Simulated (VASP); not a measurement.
Here is a VASP 6.6.1 calculation.

INCAR

```
SYSTEM = Mg
PREC = Accurate
ENCUT = 520
EDIFF = 1E-6
ISMEAR = -1
SIGMA = 0.1
LREAL = .FALSE.
LASPH = .TRUE.
NELM = 80
ALGO = Normal
ISIF = 2
LWAVE = .FALSE.
LCHARG = .FALSE.
GGA = PE
NBANDS = 9
```

Contents of KPOINTS:

```
Automatic mesh
0
G
  9 9 9
  0 0 0
```

File POSCAR:

```
Mg
1.0
    0.0000000000      3.2886841945      3.2886841945
    3.2886841945      0.0000000000      3.2886841945
    3.2886841945      3.2886841945      0.0000000000
Mg
2
Direct
    0.1250000000      0.1250000000      0.1250000000
    0.8750000000      0.8750000000      0.8750000000
```

Potentials or basis: VASP PAW PBE potentials, release 64 (Mg).

Launch:

```bash
$ cat potpaw_PBE.64/Mg/POTCAR > POTCAR
$ mpirun -np 1 vasp_std > vasp.out
```

Estimate the pressure.

1.8 GPa.

Estimate the band gap on the k mesh.

zero (band 2 reaches 4.01 eV, above the bottom of band 3 at -0.09 eV).
